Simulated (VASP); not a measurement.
Write the native input for VASP 6.6.1 that does the following.

```yaml
Task: single point
Functional: PBEsol
Dispersion: D3(BJ)
Potentials_or_basis: VASP PAW PBE potentials, release 64 (Pt)
Cutoff: 520 eV
k_mesh: 12 × 12 × 12
Occupations: fermi-dirac, width 0.05 eV
Spin: no spin polarisation
Dipole_correction: no
Further_INCAR_settings: ALGO = Fast; EDIFF = 1e-06; NBANDS = 11
```

The structure of Pt lies in POSCAR:

```
Pt
1.0
    0.0000000000      1.9609000000      1.9609000000
    1.9609000000      0.0000000000      1.9609000000
    1.9609000000      1.9609000000      0.0000000000
Pt
1
Direct
    0.0000000000      0.0000000000      0.0000000000
```

One way to write it, as run:

INCAR

```
SYSTEM = Pt
  PREC = Accurate
  ENCUT = 520
  EDIFF = 1E-6
  ISMEAR = -1
  SIGMA = 0.05
  LREAL = .FALSE.
  LASPH = .TRUE.
  NELM = 80
  ALGO = Fast
  ISIF = 2
  LWAVE = .FALSE.
  LCHARG = .FALSE.
  GGA = PS
  IVDW = 12
  NBANDS = 11
```

KPOINTS

```
regular mesh
0
G
  12 12 12
  0 0 0
```

Potentials or basis: VASP PAW PBE potentials, release 64 (Pt).

Command:

```sh
$ cat potpaw_PBE.64/Pt/POTCAR > POTCAR
$ mpirun -np 1 vasp_std > vasp.out
```

It gave:

```
Pressure                   : -9.1 GPa
Band gap on the k mesh     : zero (band 5 reaches 11.61 eV, above the bottom of band 6 at 9.37 eV)
Dispersion energy per atom : -0.749 eV
```

Caveat: three body term missing; the PAW data sets were made with another functional, which shifts forces and pressure a little; spin-orbit coupling is left out, which moves the levels of the heavy elements; pairwise dispersion overbinds metals, which lowers pressure and volume.

Wall time 18 s on 1 thread of AMD EPYC 7R43 64-Core Processor (Zen 3) (shared host), peak memory 0.12 GiB.
